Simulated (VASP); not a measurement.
Input of a VASP 6.6.1 run:

File INCAR:

```
PREC = Accurate
ENCUT = 520
EDIFF = 1E-7
ISMEAR = 0
SIGMA = 0.15
LREAL = F
LASPH = T
NELM = 100
ALGO = Normal
ISIF = 2
LWAVE = F
LCHARG = T
GGA = PE
LELF = T
LVHAR = T
NBANDS = 29
```

The input KPOINTS:

```
Automatic mesh
0
Gamma
  12 12 12
```

File POSCAR:

```
TiSi2
1.0
    1.8319242408     -6.8648528295      0.0000000000
    1.8319242408      6.8648528295      0.0000000000
    0.0000000000      0.0000000000      3.6965971285
Ti Si
2 4
Direct
    0.8968075259      0.1031924741      0.7500000000
    0.1031924741      0.8968075259      0.2500000000
    0.5591373592      0.4408626408      0.7500000000
    0.4408626408      0.5591373592      0.2500000000
    0.2498287182      0.7501712818      0.7500000000
    0.7501712818      0.2498287182      0.2500000000
```

Potentials or basis: VASP PAW PBE potentials, release 64 (Ti_sv, Si).

Command:

```bash
$ cat potpaw_PBE.64/Ti_sv/POTCAR potpaw_PBE.64/Si/POTCAR > POTCAR
$ mpirun -np 1 vasp_std > vasp.out
```

Problem. Estimate the largest force.

Solution. 0.113 eV/Å.

Problem. Estimate the band gap on the k mesh.

Solution. Zero (bands 20 and 21 overlap by 0.91 eV).

Problem. Predict the pressure.

Solution. -9.2 GPa.

Stress tensor (GPa, compression positive):
```
-10.37   0.00   0.00
  0.00  -5.76   0.00
  0.00   0.00 -11.55
```

Caveat: the stress differs along the axes, from -12 to -6 GPa.
